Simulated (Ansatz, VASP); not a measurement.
**Two plane-wave programs on H8C2O**

```xyz
33
Lattice="7.2495 0.0000 0.0000 0.0000 7.2495 0.0000 0.0000 0.0000 7.2495" Properties=species:S:1:pos:R:3 pbc="T T T"
H    -0.5712    3.4407    4.0921
H    -1.0684    3.7232    4.5799
H     0.5747    1.5582    6.7750
H     0.6206    2.1199    6.2765
H     4.2975    5.9664    6.8018
H     4.7919    6.2893    6.3121
H     3.1811    3.8911    4.4502
H     2.6912    1.6196    4.3261
H     4.1838    2.0232    3.4167
H     2.7081    0.6298    2.0066
H     1.3654    1.7877    2.1921
H     2.8438    2.2669    1.3081
H     2.9617    4.5952    2.0344
H     1.1130    6.1408    1.6142
H     0.8661    4.3891    1.3962
H     0.0306    5.7340   -0.5536
H     1.6767    6.3535   -0.8423
H     1.3254    4.6072   -1.0541
H     5.1559    7.3224    0.9450
H     5.8653    5.6393    2.3600
H     4.5253    6.5747    3.0570
H     6.4147    6.3044    4.6850
H     7.5165    7.1255    3.5603
H     6.1676    8.0239    4.2963
C     2.4591    1.6892    2.1656
C     3.0939    2.1733    3.4559
C     1.1031    5.4999   -0.4416
C     1.4297    5.2621    1.0191
C     6.4679    7.0509    3.8822
C     5.5801    6.6406    2.7278
O     2.7948    3.5857    3.6118
O     2.8366    5.0399    1.1660
O     5.7188    7.6119    1.6824
```

Alike in both runs: functional PBE; k mesh 1 × 1 × 1; occupations fermi-dirac, width 0.02 eV; no spin polarisation.

Ansatz relaxed the structure, and its values are those at the end. VASP's run is a single point on that final structure, the one shown.

```csv
,VASP,Ansatz
version,VASP 6.6.1,Ansatz 0.2.0
potentials or method,"VASP PAW PBE potentials, release 64 (H_h, C_h, O_h), cutoff 1000 eV","scalar-relativistic, plane waves, PAW"
valence electrons in the cell,66,66
```

|  | VASP | Ansatz | Ansatz less VASP |
| --- | --- | --- | --- |
| gap on the k mesh at the Fermi level (eV) | 5.27 | 5.27 | -0.004 |
| rms of the force components (eV/Å) | 0.061 | 0.063 | +0.0012 |

Ansatz's warnings: xc potential rough in thin density.
